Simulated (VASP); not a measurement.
Hf3C2: single point with PBE

Crystal: Hf3C2.

```
Hf C
1.0
     3.30451    0.00000    0.00000
    -1.65226    2.86179    0.00000
     0.00000    0.00000    7.93277
Hf C
3 2
Direct
  0.00000 0.00000 0.00000
  0.33333 0.66667 0.67826
  0.66667 0.33333 0.32174
  0.33333 0.66667 0.17390
  0.66667 0.33333 0.82610
```

* Program: VASP 6.6.1
* Task: single point
* Functional: PBE
* Potentials or basis: VASP PAW PBE potentials, release 64 (Hf_pv, C)
* Cutoff: 520 eV
* k mesh: 12 × 12 × 6
* Occupations: gaussian, width 0.1 eV
* Spin: no spin polarisation

* Pressure: -0.7 GPa
* Largest force: 0.062 eV/Å
* Band gap on the k mesh: zero (band 19 reaches 6.61 eV, above the bottom of band 20 at 5.45 eV)

Forces on the atoms (eV/Å):
```
Hf   0.000  0.000  0.000
Hf   0.000  0.000  0.062
Hf   0.000  0.000 -0.062
C    0.000  0.000  0.004
C    0.000  0.000 -0.004
```

Levels at points of the mesh, in eV from the Fermi level:
```tsv
k point	band 16	band 17	band 18	band 19	band 20	band 21	band 22	band 23
(0.00, 0.00, 0.00)	-2.21	-1.96	-1.96	0.94	0.94	1.33	3.16	3.19
(0.50, 0.00, 0.00)	-2.72	-2.09	-1.94	-1.19	0.37	2.04	3.78	3.80
(0.00, 0.00, 0.50)	-1.82	-1.82	-1.19	0.67	1.21	1.21	2.15	2.15
(0.50, 0.00, 0.50)	-2.92	-1.79	-1.79	-1.29	0.15	1.38	3.32	3.86
```

It took 4.1 min on 1 thread of AMD EPYC 9R14 (Zen 4), on a shared host, peak memory 0.28 GiB.

Caveat: spin-orbit coupling is left out, which moves the levels of the heavy elements.
